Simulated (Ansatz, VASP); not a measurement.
# MnO: VASP beside Ansatz

INCAR

```
  ALGO = Normal
  EDIFF = 1E-6
  ENCUT = 520
  GGA = PE
  ISIF = 2
  ISMEAR = 0
  ISPIN = 2
  LASPH = T
  LCHARG = F
  LMAXMIX = 4
  LORBIT = 11
  LREAL = F
  LWAVE = F
  MAGMOM = 5 0
  NBANDS = 20
  NELM = 150
  PREC = Accurate
  SIGMA = 0.05
```

The input KPOINTS:

```
k-points
0
Gamma
  14 14 14
```

POSCAR

```
MnO
1.0
    0.0000000000      2.2230000000      2.2230000000
    2.2230000000      0.0000000000      2.2230000000
    2.2230000000      2.2230000000      0.0000000000
Mn O
1 1
Direct
    0.0000000000      0.0000000000      0.0000000000
    0.5000000000      0.5000000000      0.5000000000
```

Input for Ansatz:

```yaml
crystal:
  lattice:
    - [0.0, 2.223, 2.223]
    - [2.223, 0.0, 2.223]
    - [2.223, 2.223, 0.0]
  atoms:
    - { symbol: Mn, position: [0.0, 0.0, 0.0], spin: 5.0 }
    - { symbol: O, position: [0.5, 0.5, 0.5] }
basis:
  ecutwfc: 420
  ecutrho_ratio: 4
kpoints:
  mp_grid: { grid: [14, 14, 14] }
hamiltonian:
  xc: pbe
scf:
  occupations: { method: gaussian, width: 0.05 }
output:
  forces: true
  stress: true
  eigenvalues: true
  populations: true
magnetization:
  spin_polarized: true
```

Alike in both runs: task single point; functional PBE; k mesh 14 × 14 × 14; occupations gaussian, width 0.05 eV; collinear spin.

```csv
,VASP,Ansatz
version,VASP 6.6.1,Ansatz 0.2.0
potentials or method,"VASP PAW PBE potentials, release 64 (Mn_pv, O), cutoff 520 eV","scalar-relativistic, plane waves, PAW"
valence electrons in the cell,19,21
```

```tsv
	VASP	Ansatz	Ansatz less VASP
gap on the k mesh at the Fermi level (eV)	none	none	-
pressure (GPa)	-0.4	-0.6	-0.16
net moment per atom (μB)	2.38	2.38	0.000
size of the moment on the site where the two differ most (μB)	4.32	4.04	-0.283
```

Site moments also hang on the region over which each program counts them. A gap of «none» marks a metal or a gap that the smearing closes. The functional is the same, so the differences come from potentials, cutoffs and numerics. VASP's potentials hold 19 valence electrons a cell and Ansatz's 21, so a difference there can come from the potentials and not from the codes.
